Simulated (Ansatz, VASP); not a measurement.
**One calculation of Sn3Se, two programs**

```xyz
4
Lattice="0.0000 3.6582 3.6582 3.6582 0.0000 3.6582 3.6582 3.6582 0.0000" Properties=species:S:1:pos:R:3 pbc="T T T"
Sn    1.8291    1.8291    1.8291
Sn    5.4873    5.4873    5.4873
Sn    3.6582    3.6582    3.6582
Se    0.1688    0.0000    0.0000
```

Alike in both runs: task single point; functional PBEsol; k mesh 12 × 12 × 12; occupations gaussian, width 0.15 eV; no spin polarisation.

|  | VASP | Ansatz |
| --- | --- | --- |
| version | VASP 6.6.1 | Ansatz 0.2.0 |
| potentials or method | VASP PAW PBE potentials, release 64 (Sn_d, Se), cutoff 520 eV | scalar-relativistic, plane waves, PAW |
| valence electrons in the cell | 48 | 58 |

VASP gave:

```
gap on the k mesh at the Fermi level (eV)                     : none
pressure (GPa)                                                : 0.4
traceless stress, the component that is largest in VASP (GPa) : -0.10
rms of the force components (eV/Å)                            : 0.083
```

Problem. Which values does Ansatz return?

Solution. gap on the k mesh at the Fermi level (eV): none; pressure (GPa): 0.3; traceless stress, the component that is largest in VASP (GPa): -0.10; rms of the force components (eV/Å): 0.082.

VASP's potentials were made for PBE, not for PBEsol. Atom by atom the forces differ by 0.001 eV/Å (rms over components). A gap of «none» marks a metal or a gap that the smearing closes. With one functional, cell and mesh, what is left measures potentials, basis and numerics. VASP's potentials hold 48 valence electrons a cell and Ansatz's 58, so a difference there can come from the potentials and not from the codes.
